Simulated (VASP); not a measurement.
Write the native input for VASP 6.6.1 that does the following.

| Property | Result |
| --- | --- |
| Task | single point |
| Functional | PBEsol |
| Potentials or basis | VASP PAW PBE potentials, release 64 (Mo_sv, S) |
| Cutoff | 520 eV |
| k mesh | 6 × 6 × 6 |
| Occupations | gaussian, width 0.1 eV |
| Spin | collinear spin, ferromagnetic start |
| Starting moments | [1.0, 0.0, 0.0] μB |
| Dipole correction | no |
| Further INCAR settings | ALGO = Normal; EDIFF = 1e-06; NBANDS = 24 |

The structure of MoS2 lies in POSCAR:

```
MoS2
1.0
    1.5921519155      0.9192293370      6.4820983796
   -1.5921519155      0.9192293370      6.4820983796
    0.0000000000     -1.8384586740      6.4820983796
Mo S
1 2
Direct
    0.9997750400      0.9997750400      0.9997750400
    0.4129302200      0.4129302200      0.4129302200
    0.2532957400      0.2532957400      0.2532957400
```

One way to write it, as run:

INCAR

```
PREC     = Accurate       # precision mode
ENCUT    = 520            # plane-wave cutoff, eV
EDIFF    = 1E-6           # SCF threshold, eV
ISMEAR   = 0              # smearing method
SIGMA    = 0.1            # smearing width, eV
LREAL    = F              # projectors in reciprocal space
LASPH    = T              # aspherical terms in the spheres
NELM     = 150            # most SCF steps
ALGO     = Normal         # electronic algorithm
ISIF     = 2              # what is computed and relaxed
LWAVE    = F              # write WAVECAR
LCHARG   = T              # write CHGCAR
ISPIN    = 2              # spin polarisation
MAGMOM   = 1 0 0          # initial moments
LORBIT   = 11             # projections on sites
LMAXMIX  = 4              # l up to which the mixer works
GGA      = PS             # functional
LELF     = T              # ELF
LVHAR    = T            
NBANDS   = 24             # bands
```

KPOINTS

```
Automatic mesh
0
Gamma
  6 6 6
```

Potentials or basis: VASP PAW PBE potentials, release 64 (Mo_sv, S).

The run is started by

```sh
$ cat potpaw_PBE.64/Mo_sv/POTCAR potpaw_PBE.64/S/POTCAR > POTCAR
$ mpirun -np 1 vasp_std > vasp.out
```

It gave:

| Quantity | Value |
| --- | --- |
| Pressure | -3.1 GPa |
| Largest force | 0.131 eV/Å |
| Band gap on the k mesh | 1.08 eV, indirect (least direct gap 1.66 eV) |
| Net moment | 0.00 μB per cell |
| Valence electrons inside the program's atomic spheres | Mo 12.47; S 3.67 |

Caveat: the PAW data sets were made with another functional, which shifts forces and pressure a little.

It took 5.2 min on 1 thread of AMD EPYC 7R43 64-Core Processor (Zen 3), with other jobs on the host, peak memory 0.4 GiB.
